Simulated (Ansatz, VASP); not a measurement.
Li2TaO3 in VASP and in Ansatz

```
CELL_PARAMETERS angstrom
0.00000 2.18721 6.18383
2.15040 0.00000 6.18383
2.15040 2.18721 0.00000
ATOMIC_POSITIONS crystal
Li 0.31501 0.31501 0.68499
Li 0.68499 0.68499 0.31501
Ta 0.00000 0.00000 0.00000
O 0.50000 0.50000 0.50000
O 0.84397 0.84397 0.15603
O 0.15603 0.15603 0.84397
```

Change from the starting cell: species swapped into the MgFe2O3 type (Fmmm, No. 69).

Alike in both runs: functional PBE; k mesh 6 × 6 × 6; occupations gaussian, width 0.1 eV; no spin polarisation.

Ansatz relaxed the structure, and its values are those at the end. VASP's run is a single point on that final structure, the one shown.

|  | VASP | Ansatz |
| --- | --- | --- |
| version | VASP 6.6.1 | Ansatz 0.2.0 |
| potentials or method | VASP PAW PBE potentials, release 64 (Li_sv, Ta_pv, O), cutoff 520 eV | scalar-relativistic, plane waves, PAW |
| valence electrons in the cell | 35 | 37 |

|  | VASP | Ansatz | Ansatz less VASP |
| --- | --- | --- | --- |
| gap on the k mesh at the Fermi level (eV) | none | none | - |
| rms of the force components (eV/Å) | 0.041 | 0.004 | -0.0370 |

A gap of «none» marks a metal or a gap that the smearing closes. VASP's potentials hold 35 valence electrons a cell and Ansatz's 37, so a difference there can come from the potentials and not from the codes.

Spin-orbit coupling is off throughout. Noted on VASP's run: the cutoff is short for stress, so the pressure is rough.
